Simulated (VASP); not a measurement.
# VPt3 (Pm-3m) in VASP: single point with LDA

Aim: the single point of VPt3 with LDA.

Program: VASP 6.6.1. These are calculated values, not measurements. Logs are shortened: lines on timing, memory, paths and dates and some standing lists are left out, and cuts for length are marked.

**1. The cell of the first run**

The structure is cubic, space group Pm-3m (No. 221). Conventional cell: a = 3.870 Å, b = 3.870 Å, c = 3.870 Å, α = 90.00°, β = 90.00°, γ = 90.00°. Within 3.6 Å of V (site symmetry m-3m) lie 12 Pt at 2.74 Å. Within 3.6 Å of Pt (site symmetry 4/mmm) lie 4 V at 2.74 Å and 8 Pt at 2.74 Å. Pt (site symmetry 4/mmm) has 4 V at 2.74 Å and 8 Pt at 2.74 Å within 3.6 Å.

**2. Single point, LDA, collinear spin, antiferromagnetic start**

File INCAR:

```
  ALGO = Normal
  EDIFF = 1E-6
  ENCUT = 500
  GGA = CA
  GGA_COMPAT = False
  ISIF = 2
  ISMEAR = -1
  ISPIN = 2
  LASPH = True
  LCHARG = False
  LMAXMIX = 4
  LORBIT = 11
  LREAL = False
  LWAVE = False
  MAGMOM = 1.8 -1.8 0 0 0 0 0 0
  NBANDS = 57
  NELM = 200
  PREC = Accurate
  SIGMA = 0.05
```

File KPOINTS:

```
k-points
0
Gamma
  7 7 4
```

File POSCAR:

```
VPt3
1.0
    3.8700000000      0.0000000000      0.0000000000
    0.0000000000      3.8700000000      0.0000000000
    0.0000000000      0.0000000000      7.7400000000
V Pt
2 6
Direct
    0.0000000000      0.0000000000      0.0000000000
    0.0000000000      0.0000000000      0.5000000000
    0.0000000000      0.5000000000      0.2500000000
    0.5000000000      0.0000000000      0.2500000000
    0.5000000000      0.5000000000      0.0000000000
    0.0000000000      0.5000000000      0.7500000000
    0.5000000000      0.0000000000      0.7500000000
    0.5000000000      0.5000000000      0.5000000000
```

Potentials or basis: VASP PAW LDA potentials, release 64 (V_sv, Pt).

Launch:

```
cat potpaw_LDA.64/V_sv/POTCAR potpaw_LDA.64/Pt/POTCAR > POTCAR
mpirun -np 1 vasp_std > vasp.out
```

OUTCAR:

```text
EDIFF = 1E-6
   ENCUT = 500
   GGA = CA
   ISIF = 2
   ISMEAR = -1
   ISPIN = 2
   LASPH = True
   LORBIT = 11
   LREAL = False
   NELM = 200
   PREC = Accurate

 ion  position               nearest neighbor table
   1  0.000  0.000  0.000-   3 2.74   4 2.74   5 2.74   6 2.74   7 2.74   3 2.74   5 2.74   6 2.74
                             4 2.74   5 2.74   7 2.74   5 2.74
   2  0.000  0.000  0.500-   3 2.74   4 2.74   6 2.74   7 2.74   8 2.74   3 2.74   6 2.74   8 2.74
                             4 2.74   7 2.74   8 2.74   8 2.74
   3  0.000  0.500  0.250-   1 2.74   2 2.74   4 2.74   5 2.74   8 2.74   1 2.74   2 2.74   4 2.74
                             4 2.74   5 2.74   8 2.74   4 2.74
   4  0.500  0.000  0.250-   1 2.74   2 2.74   3 2.74   5 2.74   8 2.74   3 2.74   5 2.74   8 2.74
                             1 2.74   2 2.74   3 2.74   3 2.74
   5  0.500  0.500  0.000-   1 2.74   3 2.74   4 2.74   6 2.74   7 2.74   1 2.74   4 2.74   7 2.74
                             1 2.74   3 2.74   6 2.74   1 2.74
   6  0.000  0.500  0.750-   1 2.74   2 2.74   5 2.74   7 2.74   8 2.74   1 2.74   2 2.74   7 2.74
                             5 2.74   7 2.74   8 2.74   7 2.74
   7  0.500  0.000  0.750-   1 2.74   2 2.74   5 2.74   6 2.74   8 2.74   5 2.74   6 2.74   8 2.74
                             1 2.74   2 2.74   6 2.74   6 2.74
   8  0.500  0.500  0.500-   2 2.74   3 2.74   4 2.74   6 2.74   7 2.74   2 2.74   4 2.74   7 2.74
                             2 2.74   3 2.74   6 2.74   2 2.74

  LATTYP: Found a simple tetragonal cell.
 ALAT       =     3.8700000000
 C/A-ratio  =     2.0000000000

  Lattice vectors:

 A1 = (   3.8700000000,   0.0000000000,   0.0000000000)
 A2 = (   0.0000000000,   3.8700000000,   0.0000000000)
 A3 = (   0.0000000000,   0.0000000000,   7.7400000000)

Analysis of symmetry for initial positions (statically):
=====================================================================
 Subroutine PRICEL returns following result:

  LATTYP: Found a simple cubic cell.
 ALAT       =     3.8700000000

  Lattice vectors:

 A1 = (   3.8700000000,   0.0000000000,   0.0000000000)
 A2 = (   0.0000000000,   3.8700000000,   0.0000000000)
 A3 = (   0.0000000000,   0.0000000000,   3.8700000000)

   2 primitive cells build up your supercell.

 Routine SETGRP: Setting up the symmetry group for a
 simple tetragonal supercell.

 Subroutine GETGRP returns: Found 16 space group operations
 (whereof 16 operations were pure point group operations)
 out of a pool of 16 trial point group operations.

The static configuration has the point symmetry D_4h.

Analysis of symmetry for dynamics (positions and initial velocities):
=====================================================================
 Subroutine PRICEL returns following result:

  LATTYP: Found a simple cubic cell.
 ALAT       =     3.8700000000

  Lattice vectors:

 A1 = (   3.8700000000,   0.0000000000,   0.0000000000)
 A2 = (   0.0000000000,   3.8700000000,   0.0000000000)
 A3 = (   0.0000000000,   0.0000000000,   3.8700000000)

   2 primitive cells build up your supercell.

 Routine SETGRP: Setting up the symmetry group for a
 simple tetragonal supercell.

 Subroutine GETGRP returns: Found 16 space group operations
 (whereof 16 operations were pure point group operations)
 out of a pool of 16 trial point group operations.

The dynamic configuration has the point symmetry D_4h.

Analysis of structural, dynamic, and magnetic symmetry:
=====================================================================
 Subroutine PRICEL returns following result:

  LATTYP: Found a simple cubic cell.
 ALAT       =     3.8700000000

  Lattice vectors:

 A1 = (   3.8700000000,   0.0000000000,   0.0000000000)
 A2 = (   0.0000000000,   3.8700000000,   0.0000000000)
 A3 = (   0.0000000000,   0.0000000000,   3.8700000000)

   2 primitive cells build up your supercell.

 Routine SETGRP: Setting up the symmetry group for a
 simple tetragonal supercell.

 Subroutine GETGRP returns: Found 16 space group operations
 (whereof 16 operations were pure point group operations)
 out of a pool of 16 trial point group operations.

The overall configuration has the point symmetry D_4h.

 Subroutine INISYM returns: Found 16 space group operations
 (whereof 16 operations are pure point group operations),
 and found     2 'primitive' translations

----------------------------------------------------------------------------------------

                                     Primitive cell

  volume of cell :      57.9606

  direct lattice vectors                    reciprocal lattice vectors
     3.870000000  0.000000000  0.000000000     0.258397933  0.000000000  0.000000000
     0.000000000  3.870000000  0.000000000     0.000000000  0.258397933  0.000000000
     0.000000000  0.000000000  3.870000000     0.000000000  0.000000000  0.258397933

  length of vectors
     3.870000000  3.870000000  3.870000000     0.258397933  0.258397933  0.258397933

  position of ions in fractional coordinates (direct lattice)
     0.000000000  0.000000000  0.000000000
     0.000000000  0.500000000  0.500000000
     0.500000000  0.000000000  0.500000000
     0.500000000  0.500000000  0.000000000

  ion indices of the primitive-cell ions
   primitive index   ion index
                 1           1
                 2           3
                 3           4
                 4           5

----------------------------------------------------------------------------------------

 KPOINTS: k-points

Automatic generation of k-mesh.
 Grid dimensions read from file:
 generate k-points for:    7    7    4

 Generating k-lattice:

  Cartesian coordinates                     Fractional coordinates (reciprocal lattice)
     0.036913990  0.000000000  0.000000000     0.142857143  0.000000000  0.000000000
     0.000000000  0.036913990  0.000000000     0.000000000  0.142857143  0.000000000
     0.000000000  0.000000000  0.032299742     0.000000000  0.000000000  0.250000000

  Length of vectors
     0.036913990  0.036913990  0.032299742

  Shift w.r.t. Gamma in fractional coordinates (k-lattice)
     0.000000000  0.000000000  0.000000000

 Subroutine IBZKPT returns following result:
 ===========================================

 Found     30 irreducible k-points:

 Following reciprocal coordinates:
            Coordinates               Weight
  0.000000  0.000000  0.000000      1.000000
  0.142857  0.000000  0.000000      4.000000
  0.285714  0.000000  0.000000      4.000000
  0.428571  0.000000  0.000000      4.000000
  0.142857  0.142857  0.000000      4.000000
  0.285714  0.142857  0.000000      8.000000
[... 16 lines left out ...]
  0.285714  0.000000  0.500000      4.000000
  0.428571  0.000000  0.500000      4.000000
 [... further k-points ...]
   k-points           NKPTS =     30   k-points in BZ     NKDIM =     30   number of bands    NBANDS=     57
   number of dos      NEDOS =    301   number of ions     NIONS =      8
   total plane-waves  NPLWV =  43904
   dimension x,y,z NGX =    28 NGY =   28 NGZ =   56
   dimension x,y,z NGXF=    56 NGYF=   56 NGZF=  112
   ions per type =               2   6
   NGX,Y,Z   is equivalent  to a cutoff of  12.03, 12.03, 12.03 a.u.
   NGXF,Y,Z  is equivalent  to a cutoff of  24.06, 24.06, 24.06 a.u.
 SYSTEM =  unknown system
   PREC   = accura    normal or accurate (medium, high low for compatibility)
   ISTART =      0    job   : 0-new  1-cont  2-samecut
   ICHARG =      2    charge: 1-file 2-atom 10-const
   ISPIN  =      2    spin polarized calculation?
   LNONCOLLINEAR =      F non collinear calculations
   LSORBIT =      F    spin-orbit coupling
   LASPH  =      T    aspherical Exc in radial PAW
   ENCUT  =  500.0 eV  36.75 Ry    6.06 a.u.   7.06  7.06 14.11*2*pi/ulx,y,z
   NELM   =    200;   NELMIN=  2; NELMDL= -5     # of ELM steps
   EDIFF  = 0.1E-05   stopping-criterion for ELM
   LREAL  =      F    real-space projection
   EDIFFG = 0.1E-04   stopping-criterion for IOM
   NSW    =      0    number of steps for IOM
   IBRION =     -1    ionic relax: 0-MD 1-quasi-New 2-CG
   NFREE  =      0    steps in history (QN), initial steepest desc. (CG)
   ISIF   =      2    stress and relaxation
   ISYM   =      2    0-nonsym 1-usesym 2-fastsym
   POTIM  = 0.5000    time-step for ionic-motion
   TEBEG  =    0.0;   TEEND  =   0.0 temperature during run
   PSTRESS=    0.0 pullay stress
   NELECT =      86.0000    total number of electrons
   NUPDOWN=      -1.0000    fix difference up-down
   EMIN   =  10.00;   EMAX   =-10.00  energy-range for DOS
   EFERMI =   0.00;   METHOD = LEGACY
   ISMEAR =    -1;   SIGMA  =   0.05  broadening in eV -4-tet -1-fermi 0-gaus
   EFERMI_NEDOS =   21; number of points for ismear=-14 and -15
   IALGO  =     38    algorithm
   IMIX   =      4    mixing-type and parameters
     AMIX     =   0.40;   BMIX     =  1.00
     AMIX_MAG =   1.60;   BMIX_MAG =  1.00
  volume/ion in A,a.u.               =      14.49        97.78
  Fermi-wavevector in a.u.,A,eV,Ry     =   1.482018  2.800607 29.883511  2.196376
  Thomas-Fermi vector in A             =   2.595856
   LORBIT       =     11    0 simple, 1 ext, 2 COOP (PROOUT), +10 PAW based schemes
   GGA     = CA    functional components
   LHFCALC =     F    Hartree Fock is set to
   AEXX    =    0.0000 exact exchange contribution
   IVDW    =     0    specifies the selected vdW correction
   LEPSILON=     F    determine dielectric tensor
   LRPA    =     F    only Hartree local field effects (RPA)
 spin polarized calculation
  energy-cutoff  :      500.00
  volume of cell :      115.92
 maximum number of plane-waves:      2964
   NGX = 15   NGY = 15   NGZ = 29

 number of electron      86.0000033 magnetization       0.0000000

 number of electron      86.0000033 magnetization      -0.0000000

 Free energy of the ion-electron system (eV)
  ---------------------------------------------------
  ext. energy  EPLUGINS =         0.00000000
  ---------------------------------------------------
  free energy    TOTEN  =       -68.15541558 eV

  energy without entropy =      -68.02924358  energy(sigma->0) =      -68.09232958

 E-fermi :  11.6440     XC(G=0): -13.6555

 val. band max:       11.6313246900   @ k =   0.4286   0.2857   0.0000
 cond. band min:      11.6441835973   @ k =   0.4286   0.4286   0.0000
 fundamental gap:      0.0128589073
 Fermi energy:        11.6439630360

 spin component 1

 k-point     1 :       0.0000    0.0000    0.0000
  band No.  band energies     occupation
      1     -52.6643      1.00000
      2     -52.6633      1.00000
      3     -26.9317      1.00000
      4     -26.9203      1.00000
      5     -26.9203      1.00000
      6     -26.9176      1.00000
[... 1381 lines left out ...]
     54      15.4015      0.00000
     55      16.6422      0.00000

 [... further k-points ...]

 spin component 2

 k-point     1 :       0.0000    0.0000    0.0000
  band No.  band energies     occupation
      1     -52.6643      1.00000
      2     -52.6633      1.00000
      3     -26.9317      1.00000
      4     -26.9203      1.00000
      5     -26.9203      1.00000
      6     -26.9176      1.00000
[... 1381 lines left out ...]
     54      15.4015      0.00000
     55      16.6422      0.00000

 [... further k-points ...]

 [bands above 55 left out]

------------------------ aborting loop because EDIFF is reached ----------------------------------------

  FORCE on cell =-STRESS in cart. coord.  units (eV):
  Direction    XX          YY          ZZ          XY          YZ          ZX
  --------------------------------------------------------------------------------------
  -------------------------------------------------------------------------------------
  Total       -4.4177107     -4.4177107     -4.3374714      0.0000000     -0.0000000     -0.0000000
  in kB      -61.0583358    -61.0583358    -59.9493272      0.0000000     -0.0000000     -0.0000000
  external PRESSURE =     -60.6886663 kB  Pullay stress =       0.0000000 kB

 VOLUME and BASIS-vectors are now :
 -----------------------------------------------------------------------------
  energy-cutoff  :      500.00
  volume of cell :      115.92
      direct lattice vectors                 reciprocal lattice vectors
     3.870000000  0.000000000  0.000000000     0.258397933  0.000000000  0.000000000
     0.000000000  3.870000000  0.000000000     0.000000000  0.258397933  0.000000000
     0.000000000  0.000000000  7.740000000     0.000000000  0.000000000  0.129198966

 POSITION                                       TOTAL-FORCE (eV/Angst)
 -----------------------------------------------------------------------------------
      0.00000      0.00000      0.00000        -0.000000     -0.000000     -0.000000
      0.00000      0.00000      3.87000        -0.000000     -0.000000     -0.000000
      0.00000      1.93500      1.93500         0.000000     -0.000000      0.000000
      1.93500      0.00000      1.93500        -0.000000      0.000000      0.000000
      1.93500      1.93500      0.00000         0.000000      0.000000      0.000000
      0.00000      1.93500      5.80500         0.000000     -0.000000     -0.000000
      1.93500      0.00000      5.80500        -0.000000      0.000000     -0.000000
      1.93500      1.93500      3.87000         0.000000      0.000000      0.000000
 -----------------------------------------------------------------------------------
    total drift:                               -0.000000      0.000000      0.000000

  FREE ENERGIE OF THE ION-ELECTRON SYSTEM (eV)
  ---------------------------------------------------
  free  energy   TOTEN  =       -68.1554155801 eV

  energy  without entropy=      -68.0292435776  energy(sigma->0) =      -68.09232958

 total charge

# of ion       s       p       d       tot
------------------------------------------
    1        2.265   6.191   2.966  11.422
    2        2.265   6.191   2.966  11.422
    3        0.702   0.695   8.057   9.454
    4        0.702   0.695   8.057   9.454
    5        0.702   0.695   8.058   9.455
    6        0.702   0.695   8.057   9.454
    7        0.702   0.695   8.057   9.454
    8        0.702   0.695   8.058   9.455
--------------------------------------------------
tot          8.740  16.551  54.277  79.569

 magnetization (x)

# of ion       s       p       d       tot
------------------------------------------
    1       -0.000  -0.000  -0.000  -0.000
    2        0.000   0.000   0.000   0.000
    3        0.000   0.000   0.000   0.000
    4        0.000   0.000   0.000   0.000
    5        0.000  -0.000  -0.000  -0.000
    6        0.000   0.000   0.000   0.000
    7        0.000   0.000   0.000   0.000
    8       -0.000   0.000   0.000   0.000
--------------------------------------------------
tot          0.000   0.000   0.000   0.000
```

It took 10 min on 1 thread of Intel Xeon 8259CL, shared host; peak memory 0.36 GiB.

What came out:

```yaml
Free_energy: -68.1554 eV
Pressure: -6.1 GPa
Band_gap_on_the_k_mesh: zero (filled and empty bands overlap)
Net_moment: 0.00 μB per cell
Valence_electrons_inside_the_program's_atomic_spheres: V 11.42; Pt 9.45, 9.46 (each value once)
```

Stress tensor (GPa, compression positive):
```
-6.11  0.00  0.00
 0.00 -6.11  0.00
 0.00  0.00 -5.99
```

Caveat: the cell stands under tension; the moments typed at the start vanished in this run; spin-orbit coupling is left out, which moves the levels of the heavy elements.
